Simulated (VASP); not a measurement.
# Pb (P6_3/mmc) in VASP: notebook

The runs below take Pb through single point, relaxation of shape and atoms at fixed volume, with PBEsol.

All numbers are computed with VASP 6.6.1; they aren't measurements. Logs are shortened: lines on timing, memory, paths and dates and some standing lists are left out, and cuts for length are marked.

**1. The cell of the first run**

The structure is hexagonal, space group P6_3/mmc (No. 194). The conventional cell has a = 3.524 Å, b = 3.524 Å, c = 5.895 Å, α = 90.00°, β = 90.00°, γ = 120.00°. Pb (site symmetry -6m2) has 12 Pb at 3.52 to 3.58 Å within 4.6 Å.

This isn't the form of Pb at room conditions, which is fcc.

**2. Single point, PBEsol (31.69 Å³/atom)**

Contents of INCAR:

```
SYSTEM = Pb
PREC = Accurate ; ENCUT = 520
EDIFF = 1E-6 ; ISMEAR = 0
SIGMA = 0.1 ; LREAL = .FALSE.
LASPH = .TRUE. ; NELM = 100
ALGO = Fast ; ISIF = 2
LWAVE = .FALSE. ; LCHARG = .FALSE.
GGA = PS ; NBANDS = 21
```

Contents of KPOINTS:

```
Automatic mesh
0
G
  12 12 8
  0 0 0
```

Contents of POSCAR:

```
Pb
1.0
    3.5236558660      0.0000000000      0.0000000000
   -1.7618279330      3.0515754941      0.0000000000
    0.0000000000      0.0000000000      5.8947395725
Pb
2
Direct
    0.3333333333      0.6666666667      0.2500000000
    0.6666666667      0.3333333333      0.7500000000
```

Potentials or basis: VASP PAW PBE potentials, release 64 (Pb_d).

On the command line:

```
> cat potpaw_PBE.64/Pb_d/POTCAR > POTCAR
> mpirun -np 1 vasp_std > vasp.out
```

OUTCAR:

```text
SYSTEM = Pb
   PREC = Accurate
   ENCUT = 520
   EDIFF = 1E-6
   ISMEAR = 0
   LREAL = .FALSE.
   LASPH = .TRUE.
   NELM = 100
   ISIF = 2
   GGA = PS

 ion  position               nearest neighbor table
   1  0.333  0.667  0.250-   2 3.58   2 3.58   2 3.58   2 3.58   2 3.58   2 3.58
   2  0.667  0.333  0.750-   1 3.58   1 3.58   1 3.58   1 3.58   1 3.58   1 3.58

  LATTYP: Found a hexagonal cell.
 ALAT       =     3.5236558660
 C/A-ratio  =     1.6729044483

  Lattice vectors:

 A1 = (   3.5236558660,   0.0000000000,   0.0000000000)
 A2 = (  -1.7618279330,   3.0515754941,   0.0000000000)
 A3 = (   0.0000000000,   0.0000000000,   5.8947395725)

Analysis of symmetry for initial positions (statically):
=====================================================================
 Subroutine PRICEL returns:
 Original cell was already a primitive cell.

 Routine SETGRP: Setting up the symmetry group for a
 hexagonal supercell.

 Subroutine GETGRP returns: Found 24 space group operations
 (whereof 12 operations were pure point group operations)
 out of a pool of 24 trial point group operations.

The static configuration has the point symmetry D_3d.
 The point group associated with its full space group is D_6h.

Analysis of symmetry for dynamics (positions and initial velocities):
=====================================================================
 Subroutine PRICEL returns:
 Original cell was already a primitive cell.

 Routine SETGRP: Setting up the symmetry group for a
 hexagonal supercell.

 Subroutine GETGRP returns: Found 24 space group operations
 (whereof 12 operations were pure point group operations)
 out of a pool of 24 trial point group operations.

The dynamic configuration has the point symmetry D_3d.
 The point group associated with its full space group is D_6h.

 Subroutine INISYM returns: Found 24 space group operations
 (whereof 12 operations are pure point group operations),
 and found     1 'primitive' translations

----------------------------------------------------------------------------------------

                                     Primitive cell

  volume of cell :      63.3844

  direct lattice vectors                    reciprocal lattice vectors
     3.523655866  0.000000000  0.000000000     0.283796159  0.163849789  0.000000000
    -1.761827933  3.051575494  0.000000000     0.000000000  0.327699577  0.000000000
     0.000000000  0.000000000  5.894739572     0.000000000  0.000000000  0.169642779

  length of vectors
     3.523655866  3.523655866  5.894739572     0.327699577  0.327699577  0.169642779
[... 75 lines left out ...]
   ISPIN  =      1    spin polarized calculation?
   LNONCOLLINEAR =      F non collinear calculations
   LSORBIT =      F    spin-orbit coupling
   LASPH  =      T    aspherical Exc in radial PAW
   ENCUT  =  520.0 eV  38.22 Ry    6.18 a.u.   6.55  6.55 10.96*2*pi/ulx,y,z
   NELM   =    100;   NELMIN=  2; NELMDL= -5     # of ELM steps
   EDIFF  = 0.1E-05   stopping-criterion for ELM
   LREAL  =      F    real-space projection
   EDIFFG = 0.1E-04   stopping-criterion for IOM
   NSW    =      0    number of steps for IOM
   IBRION =     -1    ionic relax: 0-MD 1-quasi-New 2-CG
   NFREE  =      0    steps in history (QN), initial steepest desc. (CG)
   ISIF   =      2    stress and relaxation
   ISYM   =      2    0-nonsym 1-usesym 2-fastsym
   POTIM  = 0.5000    time-step for ionic-motion
   TEBEG  =    0.0;   TEEND  =   0.0 temperature during run
   PSTRESS=    0.0 pullay stress
   NELECT =      28.0000    total number of electrons
   NUPDOWN=      -1.0000    fix difference up-down
   EMIN   =  10.00;   EMAX   =-10.00  energy-range for DOS
   EFERMI =   0.00;   METHOD = LEGACY
   ISMEAR =     0;   SIGMA  =   0.10  broadening in eV -4-tet -1-fermi 0-gaus
   EFERMI_NEDOS =   21; number of points for ismear=-14 and -15
   IALGO  =     68    algorithm
   IMIX   =      4    mixing-type and parameters
     AMIX     =   0.40;   BMIX     =  1.00
     AMIX_MAG =   1.60;   BMIX_MAG =  1.00
  volume/ion in A,a.u.               =      31.69       213.87
  Fermi-wavevector in a.u.,A,eV,Ry     =   1.246809  2.356128 21.150718  1.554534
  Thomas-Fermi vector in A             =   2.380970
   LORBIT       =      0    0 simple, 1 ext, 2 COOP (PROOUT), +10 PAW based schemes
   GGA     = PS    functional components
   LHFCALC =     F    Hartree Fock is set to
   AEXX    =    0.0000 exact exchange contribution
   IVDW    =     0    specifies the selected vdW correction
   LEPSILON=     F    determine dielectric tensor
   LRPA    =     F    only Hartree local field effects (RPA)
 non-spin polarized calculation
 RMM-DIIS sequential band-by-band and
 Gauss-broadening in eV      SIGMA  =   0.10
  energy-cutoff  :      520.00
  volume of cell :       63.38
 maximum number of plane-waves:      1738
 NGX is ok and might be reduce to    28
   NGX = 13   NGY = 13   NGZ = 21

 number of electron      27.9999992 magnetization

 Free energy of the ion-electron system (eV)
  ---------------------------------------------------
  ext. energy  EPLUGINS =         0.00000000
  ---------------------------------------------------
  free energy    TOTEN  =        -7.94534393 eV

  energy without entropy =       -7.93754228  energy(sigma->0) =       -7.94144311

 E-fermi :   6.5672     XC(G=0): -10.1315

 val. band max:        6.5452715842   @ k =   0.2500   0.0833   0.3750
 cond. band min:       6.5720299650   @ k =   0.4167   0.1667   0.0000
 fundamental gap:      0.0267583809
 Fermi energy:         6.5672224653

 k-point     1 :       0.0000    0.0000    0.0000
  band No.  band energies     occupation
      1     -10.3709      2.00000
      2     -10.3608      2.00000
      3     -10.3305      2.00000
      4     -10.3305      2.00000
      5     -10.3140      2.00000
      6     -10.3140      2.00000
[... 565 lines left out ...]
     20      14.6598      0.00000
     21      16.3373      0.00000

 [... further k-points ...]
[... 5 lines left out ...]
  --------------------------------------------------------------------------------------
  -------------------------------------------------------------------------------------
  Total       -0.9642128     -0.9642128     -0.9876742      0.0000000      0.0000000     -0.0000000
  in kB      -24.3725645    -24.3725645    -24.9656038      0.0000000      0.0000000     -0.0000000
  external PRESSURE =     -24.5702443 kB  Pullay stress =       0.0000000 kB

 VOLUME and BASIS-vectors are now :
 -----------------------------------------------------------------------------
  energy-cutoff  :      520.00
  volume of cell :       63.38
      direct lattice vectors                 reciprocal lattice vectors
     3.523655866  0.000000000  0.000000000     0.283796159  0.163849789  0.000000000
    -1.761827933  3.051575494  0.000000000     0.000000000  0.327699577  0.000000000
     0.000000000  0.000000000  5.894739572     0.000000000  0.000000000  0.169642779

 POSITION                                       TOTAL-FORCE (eV/Angst)
 -----------------------------------------------------------------------------------
     -0.00000      2.03438      1.47368         0.000000     -0.000000      0.000000
      1.76183      1.01719      4.42105         0.000000      0.000000      0.000000
 -----------------------------------------------------------------------------------
    total drift:                               -0.000000      0.000000      0.000000

  FREE ENERGIE OF THE ION-ELECTRON SYSTEM (eV)
  ---------------------------------------------------
  free  energy   TOTEN  =        -7.9453439347 eV

  energy  without entropy=       -7.9375422807  energy(sigma->0) =       -7.94144311
```

OSZICAR:

```text
N       E                     dE             d eps       ncg     rms          rms(c)
DAV:   1     0.294153370066E+03    0.29415E+03   -0.14219E+04  3998   0.160E+03
DAV:   2     0.133254603958E+02   -0.28083E+03   -0.27476E+03  4030   0.406E+02
DAV:   3    -0.729814978979E+01   -0.20624E+02   -0.20409E+02  4848   0.136E+02
DAV:   4    -0.794355745358E+01   -0.64541E+00   -0.64512E+00  4808   0.273E+01
DAV:   5    -0.797665761552E+01   -0.33100E-01   -0.33099E-01  5403   0.569E+00    0.762E-01
RMM:   6    -0.795101541316E+01    0.25642E-01   -0.40690E-02  4480   0.242E+00    0.379E-01
RMM:   7    -0.794495429364E+01    0.60611E-02   -0.24510E-02  4510   0.149E+00    0.134E-01
RMM:   8    -0.794509504666E+01   -0.14075E-03   -0.63035E-03  5409   0.108E+00    0.262E-02
RMM:   9    -0.794531884928E+01   -0.22380E-03   -0.24960E-03  5841   0.414E-01    0.271E-02
RMM:  10    -0.794532700030E+01   -0.81510E-05   -0.48425E-04  4817   0.323E-01    0.121E-02
RMM:  11    -0.794533627930E+01   -0.92790E-05   -0.21486E-04  5555   0.161E-01    0.783E-03
RMM:  12    -0.794534445692E+01   -0.81776E-05   -0.81462E-05  5197   0.794E-02    0.893E-03
RMM:  13    -0.794534382661E+01    0.63031E-06   -0.19001E-05  4979   0.486E-02    0.263E-03
RMM:  14    -0.794534393470E+01   -0.10810E-06   -0.34777E-06  2932   0.148E-02
   1 F= -.79453439E+01 E0= -.79414431E+01  d E =-.780165E-02
```

stdout:

```text
POSCAR found type information on POSCAR Pb
 POSCAR found :  1 types and       2 ions
 scaLAPACK will be used
 -----------------------------------------------------------------------------
|                                                                             |
|                                                                             |
|     You enforced a specific xc type in the INCAR file but a different       |
|     I HOPE YOU KNOW WHAT YOU ARE DOING!                                     |
|                                                                             |
 -----------------------------------------------------------------------------

 LDA part: xc-table for (Slater+PW92), standard interpolation
 POSCAR, INCAR and KPOINTS ok, starting setup
 FFT: planning ... GRIDC
 FFT: planning ... GRID_SOFT
 FFT: planning ... GRID
 WAVECAR not read
 entering main loop
WARNING in EDDRMM: call to ZHEGV failed, returncode =   8  4     19
```

Run time: 85 s. Hardware: 1 thread of Intel Xeon Platinum 8488C (Sapphire Rapids), shared host; peak memory 0.25 GiB.

Results:

```yaml
Free_energy: -7.9453 eV
Pressure: -2.5 GPa
Band_gap_on_the_k_mesh: zero (bands 14 and 15 overlap by 7.54 eV)
```

Caveat: the PAW data sets were made with another functional, which shifts forces and pressure a little; spin-orbit coupling is left out, which moves the levels of the heavy elements.

[end of part 1 of 2]

The gap in the log of VASP goes by the Fermi energy; the results here count the filled bands.